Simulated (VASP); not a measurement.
Crystal: MnO.

```
Mn O
1.0
     0.00000    2.25317    2.25317
     2.25317    0.00000    2.25317
     2.25317    2.25317    0.00000
Mn O
1 1
Direct
  0.00000 0.00000 0.00000
  0.50000 0.50000 0.50000
```

Base run:

- Program: VASP 6.6.1
- Functional: PBEsol
- Dispersion: D4
- Potentials or basis: VASP PAW PBE potentials, release 64 (Mn_pv, O)
- Cutoff: 520 eV
- k mesh: 10 × 10 × 10
- Occupations: fermi-dirac, width 0.05 eV
- Spin: collinear spin, ferromagnetic start
- Starting moments: [4.0, 0.0] μB

Its results: pressure -12.9 GPa; net moment 4.82 μB per cell; site moments Mn +4.37; O +0.20 μB.

Task: The run is repeated on the same cell with these changes: dispersion from D4 to none. What comes out?

Result: Pressure -11.1 GPa; net moment 4.82 μB per cell; site moments Mn +4.37; O +0.20 μB.

Dispersion adds attraction, which lowers the pressure at fixed volume and, as a term added to the energy, leaves the levels alone.

Caveats: the PAW data sets were made with another functional, which shifts forces and pressure a little; a cell with one magnetic atom can't hold antiferromagnetic order, which such compounds often take; semilocal functionals often make such compounds metallic where correlation or magnetic order opens a gap, which also shifts bond lengths; pairwise dispersion overbinds metals, which lowers pressure and volume (some runs).
